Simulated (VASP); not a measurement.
# SiO2 in VASP: relaxation of the atoms with PBE

Aim: the relaxation of the atoms of SiO2 with PBE.

All numbers are computed with VASP 6.6.1; they aren't measurements. Logs are shortened: lines on timing, memory, paths and dates and some standing lists are left out, and cuts for length are marked.

## (1) The cell of the first run

The cell holds a slab with vacuum, 24 atoms: a = 5.930 Å, b = 5.341 Å, c = 17.775 Å, α = 90.00°, β = 90.00°, γ = 90.00°.

## (2) Relaxation of the atoms, PBE

Input file INCAR:

```
SYSTEM = SiO2
PREC = Accurate ; ENCUT = 520
EDIFF = 1E-6 ; ISMEAR = -1
SIGMA = 0.05 ; LREAL = Auto
LASPH = .True. ; NELM = 60
ALGO = Normal ; ISIF = 2
LWAVE = .False. ; LCHARG = .False.
GGA = PE ; IBRION = 2
NSW = 45 ; EDIFFG = -0.08
```

Input file KPOINTS:

```
regular mesh
0
Gamma
  2 2 1
  0 0 0
```

Input file POSCAR:

```
SiO2
1.0
    5.9296560000      0.0000000000      0.0000000000
    0.0000000000      5.3408000000      0.0000000000
    0.0000000000      0.0000000000     17.7751520000
Si O
8 16
Selective dynamics
Direct
    0.0000000000      0.0000000000      0.0562583000  F F F
    0.5000000000      0.2500000000      0.0562583000  F F F
    0.5000000000      0.0000000000      0.2230545000  T T T
    0.0000000000      0.2500000000      0.2230545000  T T T
    0.0000000000      0.5000000000      0.0562583000  F F F
    0.5000000000      0.7500000000      0.0562583000  F F F
    0.5000000000      0.5000000000      0.2230545000  T T T
    0.0000000000      0.7500000000      0.2230545000  T T T
    0.0000000000      0.0000000000      0.1581041000  T T T
    0.1947000000      0.2500000000      0.0562583000  F F F
    0.5000000000      0.0000000000      0.1212088000  T T T
    0.8053000000      0.2500000000      0.0562583000  F F F
    0.5000000000      0.0000000000      0.3249003000  T T T
    0.6947000000      0.2500000000      0.2230545000  T T T
    0.0000000000      0.0000000000      0.2880050000  T T T
    0.3053000000      0.2500000000      0.2230545000  T T T
    0.0000000000      0.5000000000      0.1581041000  T T T
    0.1947000000      0.7500000000      0.0562583000  F F F
    0.5000000000      0.5000000000      0.1212088000  T T T
    0.8053000000      0.7500000000      0.0562583000  F F F
    0.5000000000      0.5000000000      0.3249003000  T T T
    0.6947000000      0.7500000000      0.2230545000  T T T
    0.0000000000      0.5000000000      0.2880050000  T T T
    0.3053000000      0.7500000000      0.2230545000  T T T
```

Potentials or basis: VASP PAW PBE potentials, release 64 (Si, O).

Started as:

```sh
$ cat potpaw_PBE.64/Si/POTCAR potpaw_PBE.64/O/POTCAR > POTCAR
$ mpirun -np 2 vasp_std > vasp.out
```

OUTCAR:

```text
SYSTEM = SiO2
   PREC = Accurate
   ENCUT = 520
   EDIFF = 1E-6
   ISMEAR = -1
   LREAL = Auto
   LASPH = .True.
   NELM = 60
   ISIF = 2
   GGA = PE
   IBRION = 2
   NSW = 45
   EDIFFG = -0.08

 ion  position               nearest neighbor table
   1  0.000  0.000  0.056-  10 1.77  12 1.77  18 1.77  20 1.77   9 1.81   5 2.67   5 2.67
   2  0.500  0.250  0.056-  11 1.77  19 1.77  12 1.81  10 1.81   6 2.67   6 2.67
   3  0.500  0.000  0.223-  14 1.77  16 1.77  22 1.77  24 1.77  11 1.81  13 1.81   7 2.67   7 2.67

   4  0.000  0.250  0.223-   9 1.77  17 1.77  15 1.77  23 1.77  14 1.81  16 1.81   8 2.67   8 2.67

   5  0.000  0.500  0.056-  10 1.77  12 1.77  18 1.77  20 1.77  17 1.81   1 2.67   1 2.67
   6  0.500  0.750  0.056-  11 1.77  19 1.77  18 1.81  20 1.81   2 2.67   2 2.67
   7  0.500  0.500  0.223-  14 1.77  16 1.77  22 1.77  24 1.77  19 1.81  21 1.81   3 2.67   3 2.67

   8  0.000  0.750  0.223-   9 1.77  17 1.77  15 1.77  23 1.77  22 1.81  24 1.81   4 2.67   4 2.67

   9  0.000  0.000  0.158-   4 1.77   8 1.77   1 1.81
  10  0.195  0.250  0.056-   1 1.77   5 1.77   2 1.81
  11  0.500  0.000  0.121-   2 1.77   6 1.77   3 1.81
  12  0.805  0.250  0.056-   1 1.77   5 1.77   2 1.81
  13  0.500  0.000  0.325-   3 1.81
  14  0.695  0.250  0.223-   3 1.77   7 1.77   4 1.81
  15  0.000  0.000  0.288-   4 1.77   8 1.77
  16  0.305  0.250  0.223-   3 1.77   7 1.77   4 1.81
  17  0.000  0.500  0.158-   4 1.77   8 1.77   5 1.81
  18  0.195  0.750  0.056-   1 1.77   5 1.77   6 1.81
  19  0.500  0.500  0.121-   2 1.77   6 1.77   7 1.81
  20  0.805  0.750  0.056-   1 1.77   5 1.77   6 1.81
  21  0.500  0.500  0.325-   7 1.81
  22  0.695  0.750  0.223-   3 1.77   7 1.77   8 1.81
  23  0.000  0.500  0.288-   4 1.77   8 1.77
  24  0.305  0.750  0.223-   3 1.77   7 1.77   8 1.81

  LATTYP: Found a simple orthorhombic cell.
 ALAT       =     5.3408000000
 B/A-ratio  =     1.1102561414
 C/A-ratio  =     3.3281815458

  Lattice vectors:

 A1 = (   0.0000000000,  -5.3408000000,   0.0000000000)
 A2 = (   5.9296560000,   0.0000000000,   0.0000000000)
 A3 = (   0.0000000000,   0.0000000000,  17.7751520000)

Analysis of symmetry for initial positions (statically):
=====================================================================
 Subroutine PRICEL returns following result:

  LATTYP: Found a simple orthorhombic cell.
 ALAT       =     2.6704000000
 B/A-ratio  =     2.2205122828
 C/A-ratio  =     6.6563630917
[... 12 lines left out ...]
 Subroutine GETGRP returns: Found  4 space group operations
 (whereof  4 operations were pure point group operations)
 out of a pool of  8 trial point group operations.

The static configuration has the point symmetry C_2v.

Analysis of symmetry for dynamics (positions and initial velocities):
=====================================================================
 Subroutine PRICEL returns following result:

  LATTYP: Found a simple orthorhombic cell.
 ALAT       =     2.6704000000
 B/A-ratio  =     2.2205122828
 C/A-ratio  =     6.6563630917
[... 12 lines left out ...]
 Subroutine GETGRP returns: Found  4 space group operations
 (whereof  4 operations were pure point group operations)
 out of a pool of  8 trial point group operations.

The dynamic configuration has the point symmetry C_2v.

Analysis of constrained symmetry for selective dynamics:
=====================================================================
 Subroutine PRICEL returns following result:

  LATTYP: Found a simple orthorhombic cell.
 ALAT       =     2.6704000000
 B/A-ratio  =     2.2205122828
 C/A-ratio  =     6.6563630917
[... 12 lines left out ...]
 Subroutine GETGRP returns: Found  4 space group operations
 (whereof  4 operations were pure point group operations)
 out of a pool of  8 trial point group operations.

The constrained configuration has the point symmetry C_2v.

 Subroutine INISYM returns: Found  4 space group operations
 (whereof  4 operations are pure point group operations),
 and found     2 'primitive' translations

----------------------------------------------------------------------------------------

                                     Primitive cell

[... 51 lines left out ...]
     0.000000000  0.093618933  0.000000000     0.000000000  0.500000000  0.000000000
     0.000000000  0.000000000  0.056258309     0.000000000  0.000000000  1.000000000

  Length of vectors
     0.084321924  0.093618933  0.056258309

  Shift w.r.t. Gamma in fractional coordinates (k-lattice)
     0.000000000  0.000000000  0.000000000

 Subroutine IBZKPT returns following result:
 ===========================================

 Found      4 irreducible k-points:

 Following reciprocal coordinates:
            Coordinates               Weight
  0.000000  0.000000  0.000000      1.000000
  0.500000  0.000000  0.000000      1.000000
  0.000000  0.500000  0.000000      1.000000
  0.500000  0.500000  0.000000      1.000000
   k-points           NKPTS =      4   k-points in BZ     NKDIM =      4   number of bands    NBANDS=     78
   number of dos      NEDOS =    301   number of ions     NIONS =     24
   total plane-waves  NPLWV = 268800
   dimension x,y,z NGX =    48 NGY =   40 NGZ =  140
   dimension x,y,z NGXF=    96 NGYF=   80 NGZF=  280
   ions per type =               8  16
   NGX,Y,Z   is equivalent  to a cutoff of  13.46, 12.45, 13.09 a.u.
   NGXF,Y,Z  is equivalent  to a cutoff of  26.91, 24.90, 26.19 a.u.
 SYSTEM =  SiO2
   PREC   = accura    normal or accurate (medium, high low for compatibility)
   ISTART =      0    job   : 0-new  1-cont  2-samecut
   ICHARG =      2    charge: 1-file 2-atom 10-const
   ISPIN  =      1    spin polarized calculation?
   LNONCOLLINEAR =      F non collinear calculations
   LSORBIT =      F    spin-orbit coupling
   LASPH  =      T    aspherical Exc in radial PAW
   ENCUT  =  520.0 eV  38.22 Ry    6.18 a.u.  11.03  9.93 33.05*2*pi/ulx,y,z
   NELM   =     60;   NELMIN=  2; NELMDL= -5     # of ELM steps
   EDIFF  = 0.1E-05   stopping-criterion for ELM
   LREAL  =      T    real-space projection
   EDIFFG = -.8E-01   stopping-criterion for IOM
   NSW    =     45    number of steps for IOM
   IBRION =      2    ionic relax: 0-MD 1-quasi-New 2-CG
   NFREE  =      1    steps in history (QN), initial steepest desc. (CG)
   ISIF   =      2    stress and relaxation
   ISYM   =      2    0-nonsym 1-usesym 2-fastsym
   POTIM  = 0.5000    time-step for ionic-motion
   TEBEG  =    0.0;   TEEND  =   0.0 temperature during run
   PSTRESS=    0.0 pullay stress
   NELECT =     128.0000    total number of electrons
   NUPDOWN=      -1.0000    fix difference up-down
   EMIN   =  10.00;   EMAX   =-10.00  energy-range for DOS
   EFERMI =   0.00;   METHOD = LEGACY
   ISMEAR =    -1;   SIGMA  =   0.05  broadening in eV -4-tet -1-fermi 0-gaus
   EFERMI_NEDOS =   21; number of points for ismear=-14 and -15
   IALGO  =     38    algorithm
   IMIX   =      4    mixing-type and parameters
     AMIX     =   0.40;   BMIX     =  1.00
     AMIX_MAG =   1.60;   BMIX_MAG =  1.00
  volume/ion in A,a.u.               =      23.46       158.28
  Fermi-wavevector in a.u.,A,eV,Ry     =   0.999222  1.888255 13.584650  0.998444
  Thomas-Fermi vector in A             =   2.131497
   LORBIT       =      0    0 simple, 1 ext, 2 COOP (PROOUT), +10 PAW based schemes
   GGA     = PE    functional components
   LHFCALC =     F    Hartree Fock is set to
   AEXX    =    0.0000 exact exchange contribution
   IVDW    =     0    specifies the selected vdW correction
   LEPSILON=     F    determine dielectric tensor
   LRPA    =     F    only Hartree local field effects (RPA)
 conjugate gradient relaxation of ions
 non-spin polarized calculation
  energy-cutoff  :      520.00
  volume of cell :      562.92
 maximum number of plane-waves:     15208
 NGX is ok and might be reduce to    48
   NGX = 23   NGY = 19   NGZ = 67

--------------------------------------- Ionic step        1  -------------------------------------------

 number of electron     127.9999939 magnetization

 Free energy of the ion-electron system (eV)
  ---------------------------------------------------
  ext. energy  EPLUGINS =         0.00000000
  ---------------------------------------------------
  free energy    TOTEN  =      -165.02609889 eV

  energy without entropy =     -164.85116444  energy(sigma->0) =     -164.93863166

------------------------ aborting loop because EDIFF is reached ----------------------------------------

  FORCE on cell =-STRESS in cart. coord.  units (eV):
  Direction    XX          YY          ZZ          XY          YZ          ZX
  --------------------------------------------------------------------------------------
  -------------------------------------------------------------------------------------
  Total       17.9783977      1.1728815      2.5295997      0.0000000      0.0000000      0.0000000
  in kB       51.1696478      3.3382247      7.1996809      0.0000000      0.0000000      0.0000000
  external PRESSURE =      20.5691845 kB  Pullay stress =       0.0000000 kB
[... 155 lines left out ...]
  FREE ENERGIE OF THE ION-ELECTRON SYSTEM (eV)
  ---------------------------------------------------
  free  energy   TOTEN  =      -166.6192349777 eV

  energy  without entropy=     -166.4411274435  energy(sigma->0) =     -166.53018121

[... ionic steps 4 to 19 ...]

--------------------------------------- Ionic step       20  -------------------------------------------

 number of electron     127.9999928 magnetization

------------------------ aborting loop because EDIFF is reached ----------------------------------------
[... 111 lines left out ...]
--------------------------------------- Ionic step       22  -------------------------------------------

 number of electron     127.9999929 magnetization

 Free energy of the ion-electron system (eV)
  ---------------------------------------------------
  ext. energy  EPLUGINS =         0.00000000
  ---------------------------------------------------
  free energy    TOTEN  =      -167.50535477 eV

  energy without entropy =     -167.36797030  energy(sigma->0) =     -167.43666254

 E-fermi :  -1.4469     XC(G=0):  -5.1769

 val. band max:       -1.4669313480   @ k =   0.0000   0.0000   0.0000
 cond. band min:      -1.4189877796   @ k =   0.0000   0.0000   0.0000
 fundamental gap:      0.0479435684
 Fermi energy:        -1.4468875090

 k-point     1 :       0.0000    0.0000    0.0000
  band No.  band energies     occupation
      1     -25.3417      2.00000
      2     -23.8765      2.00000
      3     -23.3081      2.00000
      4     -22.5585      2.00000
      5     -22.4886      2.00000
      6     -22.2933      2.00000
[... 305 lines left out ...]
     75       6.0172      0.00000
     76       6.0172      0.00000
 [bands above 76 left out]

------------------------ aborting loop because EDIFF is reached ----------------------------------------

  FORCE on cell =-STRESS in cart. coord.  units (eV):
  Direction    XX          YY          ZZ          XY          YZ          ZX
  --------------------------------------------------------------------------------------
  -------------------------------------------------------------------------------------
  Total       13.4098228      2.3440493     -0.0626432      0.0000000      0.0000000      0.0000000
  in kB       38.1666890      6.6715723     -0.1782935      0.0000000      0.0000000      0.0000000
  external PRESSURE =      14.8866559 kB  Pullay stress =       0.0000000 kB
[... 39 lines left out ...]
  FREE ENERGIE OF THE ION-ELECTRON SYSTEM (eV)
  ---------------------------------------------------
  free  energy   TOTEN  =      -167.5053547735 eV

  energy  without entropy=     -167.3679703036  energy(sigma->0) =     -167.43666254

 reached required accuracy - stopping structural energy minimisation
```

Run time: 28 min. Hardware: 2 MPI ranks of Intel Xeon Platinum 8488C (Sapphire Rapids), shared host; peak memory 0.4 GiB.

What came out:

```yaml
Free_energy: -167.5054 eV
Energy_gained_by_relaxing: 103.3 meV/atom
Ionic_steps: 22
Band_gap_on_the_k_mesh: zero (bands 64 and 65 overlap by 0.11 eV)
```

Step by step:
```tsv
step	energy change (eV)	largest force on free atoms (eV/Å)	pressure (GPa)
1	0.0000	4.5624	2.06
2	-1.0539	3.2815	4.21
3	-1.5931	1.2366	2.63
4	-1.8672	0.7204	2.43
5	-1.9939	1.0172	2.36
6	-2.0830	0.6254	2.63
7	-2.0831	0.6248	2.62
8	-2.1568	0.4509	2.52
9	-2.1905	0.6066	2.43
10	-2.2412	0.4074	2.41
11	-2.2730	0.4158	2.39
12	-2.3045	0.3116	2.42
13	-2.3415	0.6172	2.55
14	-2.3584	0.5494	2.53
15	-2.3987	0.4539	2.46
16	-2.4314	0.6423	2.35
17	-2.4578	0.4416	1.99
18	-2.4679	0.2404	1.62
19	-2.4680	0.2413	1.58
20	-2.4751	0.1359	1.53
21	-2.4766	0.1393	1.50
22	-2.4793	0.0742	1.49
```

Final structure:
```xyz
24
Lattice="5.9297 0.0000 0.0000 0.0000 5.3408 0.0000 0.0000 0.0000 17.7752" Properties=species:S:1:pos:R:3 pbc="T T T"
Si    0.0000    0.0000    1.0000
Si    2.9648    1.3352    1.0000
Si    2.9648    0.0000    4.5333
Si    0.0000    1.3352    4.1057
Si    0.0000    2.6704    1.0000
Si    2.9648    4.0056    1.0000
Si    2.9648    2.6704    4.5333
Si    0.0000    4.0056    4.1057
O     0.0000    0.0000    2.7445
O     1.1545    1.3352    1.0000
O     2.9648    0.0000    1.9570
O     4.7752    1.3352    1.0000
O     2.9648    0.0000    6.1815
O     4.0781    1.3352    4.0680
O     0.0000    0.0000    5.1215
O     1.8516    1.3352    4.0680
O     0.0000    2.6704    2.7445
O     1.1545    4.0056    1.0000
O     2.9648    2.6704    1.9570
O     4.7752    4.0056    1.0000
O     2.9648    2.6704    6.1815
O     4.0781    4.0056    4.0680
O     0.0000    2.6704    5.1215
O     1.8516    4.0056    4.0680
```

Caveat: the k points lie up to 0.59 Å⁻¹ apart; there is no dipole correction, which matters where the two faces differ.

The gap in the log of VASP goes by the Fermi energy; the results here count the filled bands.